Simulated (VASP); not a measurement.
# Mg (P6_3/mmc) in VASP: a series of runs

The runs below take Mg through single point, with PBE, r2SCAN.

Program: VASP 6.6.1. These are calculated values, not measurements. Logs are shortened: lines on timing, memory, paths and dates and some standing lists are left out, and cuts for length are marked.

## 1. The cell of the first run

It takes space group P6_3/mmc (No. 194, hexagonal). Conventional cell: a = 3.272 Å, b = 3.272 Å, c = 5.312 Å, α = 90.00°, β = 90.00°, γ = 120.00°. Mg (site symmetry -6m2) has 12 Mg at 3.26 to 3.27 Å within 4.3 Å.

## 2. Single point, PBE

Input file INCAR:

```
SYSTEM = Mg
PREC = Accurate
ENCUT = 520
EDIFF = 1E-6
ISMEAR = -1
SIGMA = 0.05
LREAL = .FALSE.
LASPH = .TRUE.
NELM = 100
ALGO = Normal
ISIF = 2
LWAVE = .FALSE.
LCHARG = .TRUE.
GGA = PE
LELF = .TRUE.
LVHAR = .TRUE.
NBANDS = 9
```

Input file KPOINTS:

```
Automatic mesh
0
G
  10 10 5
  0 0 0
```

Input file POSCAR:

```
Mg
1.0
    3.2722434310      0.0000000000      0.0000000000
   -1.6361217155      2.8338459386      0.0000000000
    0.0000000000      0.0000000000      5.3124886887
Mg
2
Direct
    0.6666666667      0.3333333333      0.7500000000
    0.3333333333      0.6666666667      0.2500000000
```

Potentials or basis: VASP PAW PBE potentials, release 64 (Mg).

Started as:

```sh
> cat potpaw_PBE.64/Mg/POTCAR > POTCAR
> mpirun -np 1 vasp_std > vasp.out
```

OUTCAR:

```text
SYSTEM = Mg
   PREC = Accurate
   ENCUT = 520
   EDIFF = 1E-6
   ISMEAR = -1
   LREAL = .FALSE.
   LASPH = .TRUE.
   NELM = 100
   ISIF = 2
   GGA = PE

 ion  position               nearest neighbor table
   1  0.667  0.333  0.750-   2 3.26   2 3.26   2 3.26   2 3.26   2 3.26   2 3.26
   2  0.333  0.667  0.250-   1 3.26   1 3.26   1 3.26   1 3.26   1 3.26   1 3.26

  LATTYP: Found a hexagonal cell.
 ALAT       =     3.2722434310
 C/A-ratio  =     1.6235004518

  Lattice vectors:

 A1 = (   3.2722434310,   0.0000000000,   0.0000000000)
 A2 = (  -1.6361217155,   2.8338459386,   0.0000000000)
 A3 = (   0.0000000000,   0.0000000000,   5.3124886887)

Analysis of symmetry for initial positions (statically):
=====================================================================
 Subroutine PRICEL returns:
 Original cell was already a primitive cell.

 Routine SETGRP: Setting up the symmetry group for a
 hexagonal supercell.

 Subroutine GETGRP returns: Found 24 space group operations
 (whereof 12 operations were pure point group operations)
 out of a pool of 24 trial point group operations.

The static configuration has the point symmetry D_3d.
 The point group associated with its full space group is D_6h.

Analysis of symmetry for dynamics (positions and initial velocities):
=====================================================================
 Subroutine PRICEL returns:
 Original cell was already a primitive cell.

 Routine SETGRP: Setting up the symmetry group for a
 hexagonal supercell.

 Subroutine GETGRP returns: Found 24 space group operations
 (whereof 12 operations were pure point group operations)
 out of a pool of 24 trial point group operations.

The dynamic configuration has the point symmetry D_3d.
 The point group associated with its full space group is D_6h.

 Subroutine INISYM returns: Found 24 space group operations
 (whereof 12 operations are pure point group operations),
 and found     1 'primitive' translations

----------------------------------------------------------------------------------------

                                     Primitive cell

  volume of cell :      49.2629

  direct lattice vectors                    reciprocal lattice vectors
     3.272243431  0.000000000  0.000000000     0.305600736  0.176438667  0.000000000
    -1.636121716  2.833845939  0.000000000     0.000000000  0.352877334  0.000000000
     0.000000000  0.000000000  5.312488689     0.000000000  0.000000000  0.188235695

  length of vectors
[... 88 lines left out ...]
   ISIF   =      2    stress and relaxation
   ISYM   =      2    0-nonsym 1-usesym 2-fastsym
   POTIM  = 0.5000    time-step for ionic-motion
   TEBEG  =    0.0;   TEEND  =   0.0 temperature during run
   PSTRESS=    0.0 pullay stress
   NELECT =       4.0000    total number of electrons
   NUPDOWN=      -1.0000    fix difference up-down
   EMIN   =  10.00;   EMAX   =-10.00  energy-range for DOS
   EFERMI =   0.00;   METHOD = LEGACY
   ISMEAR =    -1;   SIGMA  =   0.05  broadening in eV -4-tet -1-fermi 0-gaus
   EFERMI_NEDOS =   21; number of points for ismear=-14 and -15
   IALGO  =     38    algorithm
   IMIX   =      4    mixing-type and parameters
     AMIX     =   0.40;   BMIX     =  1.00
     AMIX_MAG =   1.60;   BMIX_MAG =  1.00
  volume/ion in A,a.u.               =      24.63       166.22
  Fermi-wavevector in a.u.,A,eV,Ry     =   0.708905  1.339637  6.837563  0.502547
  Thomas-Fermi vector in A             =   1.795345
   LORBIT       =      0    0 simple, 1 ext, 2 COOP (PROOUT), +10 PAW based schemes
   GGA     = PE    functional components
   LHFCALC =     F    Hartree Fock is set to
   AEXX    =    0.0000 exact exchange contribution
   IVDW    =     0    specifies the selected vdW correction
   LEPSILON=     F    determine dielectric tensor
   LRPA    =     F    only Hartree local field effects (RPA)
 non-spin polarized calculation
  energy-cutoff  :      520.00
  volume of cell :       49.26
 maximum number of plane-waves:      1340
   NGX = 13   NGY = 13   NGZ = 19

 number of electron       4.0000000 magnetization

 Free energy of the ion-electron system (eV)
  ---------------------------------------------------
  ext. energy  EPLUGINS =         0.00000000
  ---------------------------------------------------
  free energy    TOTEN  =        -2.98186661 eV

  energy without entropy =       -2.96968821  energy(sigma->0) =       -2.97577741

 E-fermi :   2.3041     XC(G=0):  -8.2760

 val. band max:        2.2785848465   @ k =   0.2000   0.1000   0.0000
 cond. band min:       2.3107868782   @ k =   0.3000   0.3000   0.0000
 fundamental gap:      0.0322020317
 Fermi energy:         2.3040685330

 k-point     1 :       0.0000    0.0000    0.0000
  band No.  band energies     occupation
      1      -4.3572      2.00000
      2       0.7097      2.00000
      3       1.0298      2.00000
      4      12.7867      0.00000
      5      12.7867      0.00000
      6      12.8123      0.00000
      7      12.8123      0.00000
      8      13.7072      0.00000
      9      15.0613      0.00000
[... 265 lines left out ...]
 k-point    24 :       0.4000    0.1000    0.2000
  band No.  band energies     occupation
      1      -0.2832      2.00000
      2       1.4649      2.00000
      3       2.8440      0.00004
      4       4.5288      0.00000
      5       6.4331      0.00000
      6       7.2962      0.00000
      7       8.7046      0.00000
      8       9.9883      0.00000
      9      12.2990      0.00000

 [... further k-points ...]

------------------------ aborting loop because EDIFF is reached ----------------------------------------

  FORCE on cell =-STRESS in cart. coord.  units (eV):
  Direction    XX          YY          ZZ          XY          YZ          ZX
  --------------------------------------------------------------------------------------
  -------------------------------------------------------------------------------------
  Total       -0.8182789     -0.8182789     -0.4336497      0.0000000      0.0000000      0.0000000
  in kB      -26.6128926    -26.6128926    -14.1035925      0.0000000      0.0000000      0.0000000
  external PRESSURE =     -22.4431259 kB  Pullay stress =       0.0000000 kB

 VOLUME and BASIS-vectors are now :
 -----------------------------------------------------------------------------
  energy-cutoff  :      520.00
  volume of cell :       49.26
      direct lattice vectors                 reciprocal lattice vectors
     3.272243431  0.000000000  0.000000000     0.305600736  0.176438667  0.000000000
    -1.636121716  2.833845939  0.000000000     0.000000000  0.352877334  0.000000000
     0.000000000  0.000000000  5.312488689     0.000000000  0.000000000  0.188235695

 POSITION                                       TOTAL-FORCE (eV/Angst)
 -----------------------------------------------------------------------------------
      1.63612      0.94462      3.98437         0.000000     -0.000000      0.000000
     -0.00000      1.88923      1.32812        -0.000000      0.000000      0.000000
 -----------------------------------------------------------------------------------
    total drift:                                0.000000     -0.000000      0.000000

  FREE ENERGIE OF THE ION-ELECTRON SYSTEM (eV)
  ---------------------------------------------------
  free  energy   TOTEN  =        -2.9818666118 eV

  energy  without entropy=       -2.9696882053  energy(sigma->0) =       -2.97577741
```

OSZICAR:

```text
N       E                     dE             d eps       ncg     rms          rms(c)
DAV:   1    -0.457348419906E+00   -0.45735E+00   -0.12712E+03   756   0.314E+02
DAV:   2    -0.295447861761E+01   -0.24971E+01   -0.23568E+01  1032   0.258E+01
DAV:   3    -0.299505790404E+01   -0.40579E-01   -0.40363E-01   969   0.266E+00
DAV:   4    -0.299515693353E+01   -0.99029E-04   -0.99026E-04  1004   0.141E-01
DAV:   5    -0.299515749941E+01   -0.56587E-06   -0.56572E-06   975   0.926E-03    0.963E-01
DAV:   6    -0.298941536646E+01    0.57421E-02   -0.82524E-04   860   0.217E-01    0.618E-01
DAV:   7    -0.298185415209E+01    0.75612E-02   -0.32658E-03   818   0.381E-01    0.357E-02
DAV:   8    -0.298186883150E+01   -0.14679E-04   -0.20380E-05  1065   0.267E-02    0.811E-03
DAV:   9    -0.298186693514E+01    0.18964E-05   -0.14360E-06   846   0.575E-03    0.618E-04
DAV:  10    -0.298186661183E+01    0.32331E-06   -0.65531E-09   452   0.493E-04
   1 F= -.29818666E+01 E0= -.29757774E+01  d E =-.121784E-01
```

Run time: 7.2 s. Hardware: 1 thread of Intel Xeon Platinum 8375C at 2.90GHz (Ice Lake), shared host; peak memory 0.16 GiB.

What came out:

```
Free energy            : -2.9819 eV
Pressure               : -2.2 GPa
Band gap on the k mesh : zero (band 2 reaches 2.96 eV, above the bottom of band 3 at 1.03 eV)
```

Levels at points of the mesh, in eV from the Fermi level:
```
           k point  band 1  band 2  band 3  band 4  band 5
(0.00, 0.00, 0.00)   -6.66   -1.59   -1.27   10.48   10.48
(0.50, 0.00, 0.00)   -2.10   -2.05    2.53    2.97    3.06
```

## 3. Single point, r2SCAN

This run uses another cell than the first one, of 21.84 Å³/atom, 0.887 times its volume.

Input file POSCAR:

```
Mg
1.0
    3.1437856987      0.0000000000      0.0000000000
   -1.5718928494      2.7225982792      0.0000000000
    0.0000000000      0.0000000000      5.1039375022
Mg
2
Direct
    0.6666666667      0.3333333333      0.7500000000
    0.3333333333      0.6666666667      0.2500000000
```

Input file INCAR.step1:

```
ALGO = Normal ; EDIFF = 1E-4
ENCUT = 520 ; GGA = PE
ISMEAR = -1 ; LASPH = T
LCHARG = F ; LREAL = F
LWAVE = T ; NBANDS = 9
NELM = 80 ; PREC = Accurate
SIGMA = 0.05
```

Input file INCAR.step2:

```
ALGO = Normal ; EDIFF = 1E-6
ENCUT = 520 ; ISIF = 2
ISMEAR = -1 ; ISTART = 1
LASPH = T ; LCHARG = T
LELF = T ; LMIXTAU = T
LREAL = F ; LVHAR = T
LWAVE = F ; METAGGA = R2SCAN
NBANDS = 9 ; NELM = 80
PREC = Accurate ; SIGMA = 0.05
```

Input file KPOINTS:

```
k-points
0
Gamma
  10 10 5
```

Potentials or basis: VASP PAW PBE potentials, release 64 (Mg).

Started as:

```sh
> cat potpaw_PBE.64/Mg/POTCAR > POTCAR
> cp INCAR.step1 INCAR
> mpirun -np 1 vasp_std > vasp.out
> cp INCAR.step2 INCAR
> mpirun -np 1 vasp_std > vasp.out
```

Wall time 24 s (1 thread of Intel Xeon Platinum 8375C at 2.90GHz (Ice Lake), shared host); peak memory 0.16 GiB.

The run converged. Its results:

* Free energy: -8.2849 eV
* Pressure: 1.1 GPa
* Band gap on the k mesh: zero (band 2 reaches 3.51 eV, above the bottom of band 3 at 1.71 eV)

Stress tensor (GPa, compression positive):
```
0.87 0.00 0.00
0.00 0.87 0.00
0.00 0.00 1.71
```

Levels at points of the mesh, in eV from the Fermi level:
```
           k point  band 1  band 2  band 3  band 4  band 5  band 6  band 7
(0.00, 0.00, 0.00)   -7.66   -2.04   -1.24   11.95   11.95   12.22   12.22
(0.50, 0.00, 0.00)   -2.51   -2.30    2.84    3.08    3.68    4.09    7.61
```

Caveat: the PAW data sets were made with another functional, which shifts forces and pressure a little.

## 4. Single point, r2SCAN

This run uses another cell than the first one, of 22.31 Å³/atom, 0.906 times its volume.

Input file POSCAR:

```
Mg
1.0
    3.1659257641      0.0000000000      0.0000000000
   -1.5829628820      2.7417721382      0.0000000000
    0.0000000000      0.0000000000      5.1398819084
Mg
2
Direct
    0.6666666667      0.3333333333      0.7500000000
    0.3333333333      0.6666666667      0.2500000000
```

Input file INCAR.step1:

```
SYSTEM = Mg
PREC = Accurate ; ENCUT = 520
ISMEAR = -1 ; SIGMA = 0.05
LREAL = .FALSE. ; LASPH = .TRUE.
NELM = 80 ; NBANDS = 9
GGA = PE ; ALGO = Normal
EDIFF = 1E-4 ; LWAVE = .TRUE.
LCHARG = .FALSE.
```

Input file INCAR.step2:

```
SYSTEM = Mg
PREC = Accurate ; ENCUT = 520
EDIFF = 1E-6 ; ISMEAR = -1
SIGMA = 0.05 ; LREAL = .FALSE.
LASPH = .TRUE. ; NELM = 80
ALGO = Normal ; ISIF = 2
LWAVE = .FALSE. ; LCHARG = .FALSE.
METAGGA = R2SCAN ; LMIXTAU = .TRUE.
NBANDS = 9 ; ISTART = 1
```

Input file KPOINTS:

```
Automatic mesh
0
G
  10 10 5
  0 0 0
```

Started as:

```sh
> cat potpaw_PBE.64/Mg/POTCAR > POTCAR
> cp INCAR.step1 INCAR
> mpirun -np 1 vasp_std > vasp.out
> cp INCAR.step2 INCAR
> mpirun -np 1 vasp_std > vasp.out
```

Run time: 25 s. Hardware: 1 thread of Intel Xeon Platinum 8375C at 2.90GHz (Ice Lake), shared host; peak memory 0.16 GiB.

Results (log left out):

```yaml
Free_energy: -8.2889 eV
Pressure: 0.2 GPa
Band_gap_on_the_k_mesh: zero (band 2 reaches 3.41 eV, above the bottom of band 3 at 1.60 eV)
```

Stress tensor (GPa, compression positive):
```
-0.03  0.00  0.00
 0.00 -0.03  0.00
 0.00  0.00  0.81
```

Levels at points of the mesh, in eV from the Fermi level:
```csv
k point,band 1,band 2,band 3,band 4,band 5,band 6
"(0.00, 0.00, 0.00)",-7.56,-2.00,-1.24,11.83,11.83,12.05
"(0.50, 0.00, 0.00)",-2.47,-2.28,2.81,3.08,3.61,4.05
```

Caveat: the PAW data sets were made with another functional, which shifts forces and pressure a little.

## 5. Summary

```csv
level,cell,gap on the mesh (eV),pressure (GPa)
PBE,"a = 3.272, b = 3.272, c = 5.312 Å, angles 90.0, 90.0, 120.0°, 2 atoms",none,-2.2
r2SCAN,"a = 3.144, b = 3.144, c = 5.104 Å, angles 90.0, 90.0, 120.0°, 2 atoms",none,1.1
r2SCAN,"a = 3.166, b = 3.166, c = 5.140 Å, angles 90.0, 90.0, 120.0°, 2 atoms",none,0.2
```

Alike in all rows: task single point; potentials or basis VASP PAW PBE potentials, release 64 (Mg); no spin polarisation; k mesh 10 × 10 × 5; cutoff (eV) 520; smearing fermi-dirac 0.05 eV.

Caveats: the PAW data sets were made with another functional, which shifts forces and pressure a little (some runs).

Absolute energies hang on the potentials; compare differences alone.
